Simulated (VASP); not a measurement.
# BN (P6_3mc) in VASP: notebook

Runs on BN. Level: LDA. Tasks: single point.

Program: VASP 6.6.1. These are calculated values, not measurements. Logs are shortened: lines on timing, memory, paths and dates and some standing lists are left out, and cuts for length are marked.

## Step 1: The cell of the first run

The structure is hexagonal, space group P6_3mc (No. 186). Conventional cell: a = 2.490 Å, b = 2.490 Å, c = 4.287 Å, α = 90.00°, β = 90.00°, γ = 120.00°. Within 2.0 Å of B (site symmetry 3m) lie 4 N at 1.53 to 1.60 Å. Within 2.0 Å of N (site symmetry 3m) lie 4 B at 1.53 to 1.60 Å.

## Step 2: Single point, LDA

The input, INCAR:

```
SYSTEM = BN
PREC     = Accurate       ! precision mode
ENCUT    = 600            ! plane-wave cutoff, eV
EDIFF    = 1E-6           ! SCF threshold, eV
ISMEAR   = 0              ! smearing method
SIGMA    = 0.05           ! smearing width, eV
LREAL    = .FALSE.        ! projectors in reciprocal space
LASPH    = .TRUE.         ! aspherical terms in the spheres
NELM     = 120            ! most SCF steps
ALGO     = Normal         ! electronic algorithm
ISIF     = 2              ! what is computed and relaxed
LWAVE    = .FALSE.        ! write WAVECAR
LCHARG   = .TRUE.         ! write CHGCAR
LELF     = .TRUE.         ! ELF
LVHAR    = .TRUE.       
NBANDS   = 16             ! bands
GGA_COMPAT= .FALSE.
```

The input, KPOINTS:

```
Automatic mesh
0
G
  12 12 6
  0 0 0
```

The input, POSCAR:

```
BN
1.0
    2.4896410067      0.0000000000      0.0000000000
   -1.2448205034      2.1560923581      0.0000000000
    0.0000000000      0.0000000000      4.2866932779
B N
2 2
Direct
    0.6666666667      0.3333333333      0.9996915043
    0.3333333333      0.6666666667      0.4996915043
    0.6666666667      0.3333333333      0.6253084957
    0.3333333333      0.6666666667      0.1253084957
```

Potentials or basis: VASP PAW LDA potentials, release 64 (B, N).

Run with:

```
$ cat potpaw_LDA.64/B/POTCAR potpaw_LDA.64/N/POTCAR > POTCAR
$ mpirun -np 1 vasp_std > vasp.out
```

OUTCAR:

```text
SYSTEM = BN
   PREC = Accurate
   ENCUT = 600
   EDIFF = 1E-6
   ISMEAR = 0
   LREAL = .FALSE.
   LASPH = .TRUE.
   NELM = 120
   ISIF = 2

 ion  position               nearest neighbor table
   1  0.667  0.333  1.000-   4 1.53   4 1.53   4 1.53   3 1.60
   2  0.333  0.667  0.500-   3 1.53   3 1.53   3 1.53   4 1.60
   3  0.667  0.333  0.625-   2 1.53   2 1.53   2 1.53   1 1.60
   4  0.333  0.667  0.125-   1 1.53   1 1.53   1 1.53   2 1.60

  LATTYP: Found a hexagonal cell.
 ALAT       =     2.4896410067
 C/A-ratio  =     1.7218118059

  Lattice vectors:

 A1 = (   2.4896410067,   0.0000000000,   0.0000000000)
 A2 = (  -1.2448205034,   2.1560923581,   0.0000000000)
 A3 = (   0.0000000000,   0.0000000000,   4.2866932779)

Analysis of symmetry for initial positions (statically):
=====================================================================
 Subroutine PRICEL returns:
 Original cell was already a primitive cell.

 Routine SETGRP: Setting up the symmetry group for a
 hexagonal supercell.

 Subroutine GETGRP returns: Found 12 space group operations
 (whereof  6 operations were pure point group operations)
 out of a pool of 24 trial point group operations.

The static configuration has the point symmetry C_3v.
 The point group associated with its full space group is C_6v.

Analysis of symmetry for dynamics (positions and initial velocities):
=====================================================================
 Subroutine PRICEL returns:
 Original cell was already a primitive cell.

 Routine SETGRP: Setting up the symmetry group for a
 hexagonal supercell.

 Subroutine GETGRP returns: Found 12 space group operations
 (whereof  6 operations were pure point group operations)
 out of a pool of 24 trial point group operations.

The dynamic configuration has the point symmetry C_3v.
 The point group associated with its full space group is C_6v.

 Subroutine INISYM returns: Found 12 space group operations
 (whereof  6 operations are pure point group operations),
 and found     1 'primitive' translations

----------------------------------------------------------------------------------------

                                     Primitive cell

  volume of cell :      23.0105

  direct lattice vectors                    reciprocal lattice vectors
     2.489641007  0.000000000  0.000000000     0.401664335  0.231901012  0.000000000
    -1.244820503  2.156092358  0.000000000     0.000000000  0.463802024  0.000000000
     0.000000000  0.000000000  4.286693278     0.000000000  0.000000000  0.233280045

  length of vectors
     2.489641007  2.489641007  4.286693278     0.463802024  0.463802024  0.233280045

  position of ions in fractional coordinates (direct lattice)
     0.666666667  0.333333333  0.999691504
     0.333333333  0.666666667  0.499691504
     0.666666667  0.333333333  0.625308496
     0.333333333  0.666666667  0.125308496

  ion indices of the primitive-cell ions
   primitive index   ion index
                 1           1
                 2           2
                 3           3
                 4           4

----------------------------------------------------------------------------------------

 KPOINTS: Automatic mesh

Automatic generation of k-mesh.
 Grid dimensions read from file:
 generate k-points for:   12   12    6

 Generating k-lattice:

  Cartesian coordinates                     Fractional coordinates (reciprocal lattice)
     0.033472028  0.019325084  0.000000000     0.083333333 -0.000000000  0.000000000
     0.000000000  0.038650169  0.000000000     0.000000000  0.083333333  0.000000000
     0.000000000  0.000000000  0.038880007     0.000000000  0.000000000  0.166666667

  Length of vectors
     0.038650169  0.038650169  0.038880007

  Shift w.r.t. Gamma in fractional coordinates (k-lattice)
     0.000000000  0.000000000  0.000000000

 Subroutine IBZKPT returns following result:
 ===========================================

 Found     76 irreducible k-points:

 Following reciprocal coordinates:
            Coordinates               Weight
  0.000000  0.000000  0.000000      1.000000
  0.083333  0.000000  0.000000      6.000000
  0.166667  0.000000  0.000000      6.000000
  0.250000  0.000000  0.000000      6.000000
  0.333333  0.000000  0.000000      6.000000
  0.416667 -0.000000  0.000000      6.000000
[... 16 lines left out ...]
  0.250000  0.000000  0.166667     12.000000
  0.333333  0.000000  0.166667     12.000000
 [... further k-points ...]
   k-points           NKPTS =     76   k-points in BZ     NKDIM =     76   number of bands    NBANDS=     16
   number of dos      NEDOS =    301   number of ions     NIONS =      4
   total plane-waves  NPLWV =  14400
   dimension x,y,z NGX =    20 NGY =   20 NGZ =   36
   dimension x,y,z NGXF=    40 NGYF=   40 NGZF=   72
   ions per type =               2   2
   NGX,Y,Z   is equivalent  to a cutoff of  13.36, 13.36, 13.96 a.u.
   NGXF,Y,Z  is equivalent  to a cutoff of  26.71, 26.71, 27.92 a.u.
 SYSTEM =  BN
   PREC   = accura    normal or accurate (medium, high low for compatibility)
   ISTART =      0    job   : 0-new  1-cont  2-samecut
   ICHARG =      2    charge: 1-file 2-atom 10-const
   ISPIN  =      1    spin polarized calculation?
   LNONCOLLINEAR =      F non collinear calculations
   LSORBIT =      F    spin-orbit coupling
   LASPH  =      T    aspherical Exc in radial PAW
   ENCUT  =  600.0 eV  44.10 Ry    6.64 a.u.   4.97  4.97  8.56*2*pi/ulx,y,z
   NELM   =    120;   NELMIN=  2; NELMDL= -5     # of ELM steps
   EDIFF  = 0.1E-05   stopping-criterion for ELM
   LREAL  =      F    real-space projection
   EDIFFG = 0.1E-04   stopping-criterion for IOM
   NSW    =      0    number of steps for IOM
   IBRION =     -1    ionic relax: 0-MD 1-quasi-New 2-CG
   NFREE  =      0    steps in history (QN), initial steepest desc. (CG)
   ISIF   =      2    stress and relaxation
   ISYM   =      2    0-nonsym 1-usesym 2-fastsym
   POTIM  = 0.5000    time-step for ionic-motion
   TEBEG  =    0.0;   TEEND  =   0.0 temperature during run
   PSTRESS=    0.0 pullay stress
   NELECT =      16.0000    total number of electrons
   NUPDOWN=      -1.0000    fix difference up-down
   EMIN   =  10.00;   EMAX   =-10.00  energy-range for DOS
   EFERMI =   0.00;   METHOD = LEGACY
   ISMEAR =     0;   SIGMA  =   0.05  broadening in eV -4-tet -1-fermi 0-gaus
   EFERMI_NEDOS =   21; number of points for ismear=-14 and -15
   IALGO  =     38    algorithm
   IMIX   =      4    mixing-type and parameters
     AMIX     =   0.40;   BMIX     =  1.00
     AMIX_MAG =   1.60;   BMIX_MAG =  1.00
  volume/ion in A,a.u.               =       5.75        38.82
  Fermi-wavevector in a.u.,A,eV,Ry     =   1.450349  2.740763 28.620040  2.103514
  Thomas-Fermi vector in A             =   2.567972
   LORBIT       =      0    0 simple, 1 ext, 2 COOP (PROOUT), +10 PAW based schemes
   GGA     = CA    functional components
   LHFCALC =     F    Hartree Fock is set to
   AEXX    =    0.0000 exact exchange contribution
   IVDW    =     0    specifies the selected vdW correction
   LEPSILON=     F    determine dielectric tensor
   LRPA    =     F    only Hartree local field effects (RPA)
 non-spin polarized calculation
 Gauss-broadening in eV      SIGMA  =   0.05
  energy-cutoff  :      600.00
  volume of cell :       23.01
 maximum number of plane-waves:       786
 NGX is ok and might be reduce to    20

 number of electron      16.0000000 magnetization

 Free energy of the ion-electron system (eV)
  ---------------------------------------------------
  ext. energy  EPLUGINS =         0.00000000
  ---------------------------------------------------
  free energy    TOTEN  =       -38.68354355 eV

  energy without entropy =      -38.68354355  energy(sigma->0) =      -38.68354355

 E-fermi :   8.1597     XC(G=0): -13.2253

 val. band max:        7.9377856812   @ k =   0.0000   0.0000   0.0000
 cond. band min:      12.6914755246   @ k =   0.3333   0.3333   0.0000
 fundamental gap:      4.7536898434
 Fermi energy:         8.1597389748

 k-point     1 :       0.0000    0.0000    0.0000
  band No.  band energies     occupation
      1     -12.6745      2.00000
      2      -8.6946      2.00000
      3      -3.4028      2.00000
      4       6.0379      2.00000
      5       6.0379      2.00000
      6       7.4474      2.00000
[... 8 lines left out ...]
     15      19.9241      0.00000
     16      23.6965      0.00000

 k-point     2 :       0.0833    0.0000    0.0000
  band No.  band energies     occupation
      1     -12.5149      2.00000
      2      -8.5658      2.00000
      3      -3.2435      2.00000
      4       5.3235      2.00000
      5       5.7357      2.00000
      6       7.2905      2.00000
[... 8 lines left out ...]
     15      20.3838      0.00000
     16      23.4854      0.00000

 k-point     3 :       0.1667    0.0000    0.0000
  band No.  band energies     occupation
      1     -12.0407      2.00000
      2      -8.1932      2.00000
      3      -2.7715      2.00000
      4       3.5869      2.00000
      5       5.0290      2.00000
      6       5.8612      2.00000
[... 8 lines left out ...]
     15      21.5701      0.00000
     16      22.9635      0.00000

 k-point     4 :       0.2500    0.0000    0.0000
  band No.  band energies     occupation
      1     -11.2678      2.00000
      2      -7.6316      2.00000
      3      -2.0091      2.00000
      4       1.4968      2.00000
      5       4.0016      2.00000
      6       4.2404      2.00000
[... 8 lines left out ...]
     15      23.0818      0.00000
     16      23.5302      0.00000
[... 324 lines left out ...]
 k-point    22 :       0.1667    0.0000    0.1667
  band No.  band energies     occupation
      1     -11.8837      2.00000
      2      -8.6990      2.00000
      3      -1.9944      2.00000
      4       3.7142      2.00000
      5       5.1497      2.00000
      6       5.4791      2.00000
[... 8 lines left out ...]
     15      21.5260      0.00000
     16      22.9498      0.00000

 k-point    23 :       0.2500    0.0000    0.1667
  band No.  band energies     occupation
      1     -11.1152      2.00000
      2      -8.0874      2.00000
      3      -1.3433      2.00000
      4       1.6738      2.00000
      5       3.6376      2.00000
      6       4.3682      2.00000
[... 8 lines left out ...]
     15      22.7625      0.00000
     16      23.5695      0.00000

 k-point    24 :       0.3333    0.0000    0.1667
  band No.  band energies     occupation
      1     -10.0915      2.00000
      2      -7.3938      2.00000
      3      -1.0154      2.00000
      4       0.2803      2.00000
      5       1.7410      2.00000
      6       3.7106      2.00000
[... 8 lines left out ...]
     15      24.1312      0.00000
     16      24.3567      0.00000

 [... further k-points ...]

------------------------ aborting loop because EDIFF is reached ----------------------------------------

  FORCE on cell =-STRESS in cart. coord.  units (eV):
  Direction    XX          YY          ZZ          XY          YZ          ZX
  --------------------------------------------------------------------------------------
  -------------------------------------------------------------------------------------
  Total        2.1374143      2.1374143     -3.6088024     -0.0000000      0.0000000     -0.0000000
  in kB      148.8239365    148.8239365   -251.2737898     -0.0000000      0.0000000     -0.0000000
  external PRESSURE =      15.4580277 kB  Pullay stress =       0.0000000 kB

 VOLUME and BASIS-vectors are now :
 -----------------------------------------------------------------------------
  energy-cutoff  :      600.00
  volume of cell :       23.01
      direct lattice vectors                 reciprocal lattice vectors
     2.489641007  0.000000000  0.000000000     0.401664335  0.231901012  0.000000000
    -1.244820503  2.156092358  0.000000000     0.000000000  0.463802024  0.000000000
     0.000000000  0.000000000  4.286693278     0.000000000  0.000000000  0.233280045

 POSITION                                       TOTAL-FORCE (eV/Angst)
 -----------------------------------------------------------------------------------
      1.24482      0.71870      4.28537         0.000000     -0.000000     -0.016552
     -0.00000      1.43739      2.14202        -0.000000      0.000000     -0.016552
      1.24482      0.71870      2.68051         0.000000      0.000000      0.016552
     -0.00000      1.43739      0.53716         0.000000      0.000000      0.016552
 -----------------------------------------------------------------------------------
    total drift:                                0.000000     -0.000000      0.001088

  FREE ENERGIE OF THE ION-ELECTRON SYSTEM (eV)
  ---------------------------------------------------
  free  energy   TOTEN  =       -38.6835435470 eV

  energy  without entropy=      -38.6835435470  energy(sigma->0) =      -38.68354355
```

Run time: 35 s. Hardware: 1 thread of Intel Xeon 8259CL, shared host; peak memory 0.14 GiB.

Results:

| Property | Result |
| --- | --- |
| Free energy | -38.6835 eV |
| Pressure | 1.5 GPa |
| Largest force | 0.017 eV/Å |
| Band gap on the k mesh | 4.75 eV (least direct gap 7.32 eV) |

Forces in eV/Å, atoms in the order of the input:
```
B    0.000  0.000 -0.017
B    0.000  0.000 -0.017
N    0.000  0.000  0.017
N    0.000  0.000  0.017
```

Stress tensor (GPa, compression positive):
```
 14.88   0.00   0.00
  0.00  14.88   0.00
  0.00   0.00 -25.13
```

Caveat: the cell differs from its parent crystal (strain +e along x and -e along y +0.0000, strain +e along z and -e/2 along x and y +0.0267). A k mesh can miss the band edges.

## Step 3: Single point, LDA

This run uses another cell than the first one, of the same volume but with other edges.

The input, INCAR:

```
PREC     = Accurate       # precision mode
ENCUT    = 600            # plane-wave cutoff, eV
EDIFF    = 1E-6           # SCF threshold, eV
ISMEAR   = 0              # smearing method
SIGMA    = 0.05           # smearing width, eV
LREAL    = F              # projectors in reciprocal space
LASPH    = T              # aspherical terms in the spheres
NELM     = 120            # most SCF steps
ALGO     = Normal         # electronic algorithm
ISIF     = 2              # what is computed and relaxed
LWAVE    = F              # write WAVECAR
LCHARG   = F              # write CHGCAR
NBANDS   = 16             # bands
GGA_COMPAT= F
```

The input, KPOINTS:

```
Automatic mesh
0
Gamma
  12 12 6
```

The input, POSCAR:

```
BN
1.0
    2.5570138490      0.0000000000      0.0000000000
   -1.2785069245      2.2144389511      0.0000000000
    0.0000000000      0.0000000000      4.0637367949
B N
2 2
Direct
    0.6666666667      0.3333333333      1.0004328682
    0.3333333333      0.6666666667      0.5004328682
    0.6666666667      0.3333333333      0.6245671318
    0.3333333333      0.6666666667      0.1245671318
```

Potentials or basis: VASP PAW LDA potentials, release 64 (B, N).

Run with:

```
$ cat potpaw_LDA.64/B/POTCAR potpaw_LDA.64/N/POTCAR > POTCAR
$ mpirun -np 1 vasp_std > vasp.out
```

Wall time 38 s (1 thread of Intel Xeon 8259CL, shared host); peak memory 0.14 GiB.

The run converged. Its results:

| Item | Value |
| --- | --- |
| Free energy | -38.6798 eV |
| Pressure | 1.8 GPa |
| Largest force | 0.007 eV/Å |
| Band gap on the k mesh | 5.13 eV (least direct gap 8.00 eV) |

Forces on the atoms (eV/Å):
```
B    0.000  0.000  0.007
B    0.000  0.000  0.007
N    0.000  0.000 -0.007
N    0.000  0.000 -0.007
```

Stress tensor (GPa, compression positive):
```
-12.12   0.00   0.00
  0.00 -12.12   0.00
  0.00   0.00  29.75
```

Levels at points of the mesh, in eV from the valence-band top:
```
           k point  band 5  band 6  band 7  band 8  band 9  band 10  band 11  band 12
(0.00, 0.00, 0.00)   -2.49   -0.11    0.00    0.00    8.00     8.00     9.15     9.74
(0.50, 0.00, 0.00)   -7.05   -5.36   -4.61   -2.02    6.32     8.21    10.44    11.54
(0.00, 0.00, 0.50)   -1.39   -1.39   -1.39   -1.39    9.18     9.18     9.70     9.70
(0.50, 0.00, 0.50)   -3.97   -3.97   -3.40   -3.40    6.67     6.67    10.44    10.44
```

Caveat: the cell differs from its parent crystal (strain +e along x and -e along y +0.0000, strain +e along z and -e/2 along x and y -0.0267). A k mesh can miss the band edges.
